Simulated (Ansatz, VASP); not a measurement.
# TePtSe3: VASP beside Ansatz

INCAR

```
PREC = Accurate ; ENCUT = 600
EDIFF = 1E-6 ; ISMEAR = 0
SIGMA = 0.1 ; LREAL = False
LASPH = True ; NELM = 100
ALGO = Fast ; ISIF = 3
LWAVE = False ; LCHARG = False
GGA = PE ; IBRION = 2
NSW = 100 ; EDIFFG = -0.01
```

Contents of KPOINTS:

```
regular mesh
0
Gamma
  12 12 12
```

File POSCAR:

```
TePtSe3
1.0
    3.0555969696      1.7641497329      3.8227224768
   -3.0555969696      1.7641497329      3.8227224768
    0.0000000000     -3.5282994658      3.8227224768
Te Pt Se
1 1 3
Direct
    0.5000000000      0.5000000000      0.5000000000
    0.0000000000      0.0000000000      0.0000000000
    0.0000000000      0.0000000000      0.5000000000
    0.5000000000      0.0000000000      0.0000000000
    0.0000000000      0.5000000000      0.0000000000
```

Input for Ansatz:

```yaml
crystal:
  lattice:
    - [3.0555969696, 1.7641497329, 3.8227224768]
    - [-3.0555969696, 1.7641497329, 3.8227224768]
    - [0.0, -3.5282994658, 3.8227224768]
  atoms:
    - { symbol: Te, position: [0.5, 0.5, 0.5] }
    - { symbol: Pt, position: [0.0, 0.0, 0.0] }
    - { symbol: Se, position: [0.0, 0.0, 0.5] }
    - { symbol: Se, position: [0.5, 0.0, 0.0] }
    - { symbol: Se, position: [0.0, 0.5, 0.0] }
basis:
  ecutwfc: 420
kpoints:
  mp_grid: { grid: [12, 12, 12] }
hamiltonian:
  xc: pbe
scf:
  occupations: { method: gaussian, width: 0.1 }
output:
  forces: true
  stress: true
  eigenvalues: true
relax:
  adjacent_minimum: "off"
  f_tol: 0.01
  max_steps: 80
  cell: { stress_tol: 0.05 }
```

Alike in both runs: task relaxation of cell and atoms; functional PBE; k mesh 12 × 12 × 12; occupations gaussian, width 0.1 eV; no spin polarisation.

|  | VASP | Ansatz |
| --- | --- | --- |
| version | VASP 6.6.1 | Ansatz 0.2.0 |
| potentials or method | VASP PAW PBE potentials, release 64 (Te, Pt, Se), cutoff 600 eV | scalar-relativistic, plane waves, PAW |
| valence electrons in the cell | 34 | 82 |

```csv
,VASP,Ansatz,Ansatz less VASP
"gap on the k mesh at the Fermi level, each at its own relaxed structure (eV)",none,none,-
relaxed volume (Å³/atom),24.69,24.70,+0.014
relaxed length of the cell vector where the two differ most in proportion (Å),5.200,5.201,+0.0010
```

A gap of «none» marks a metal or a gap that the smearing closes. VASP's potentials hold 34 valence electrons a cell and Ansatz's 82, so a difference there can come from the potentials and not from the codes.

Neither program's run includes spin-orbit coupling.
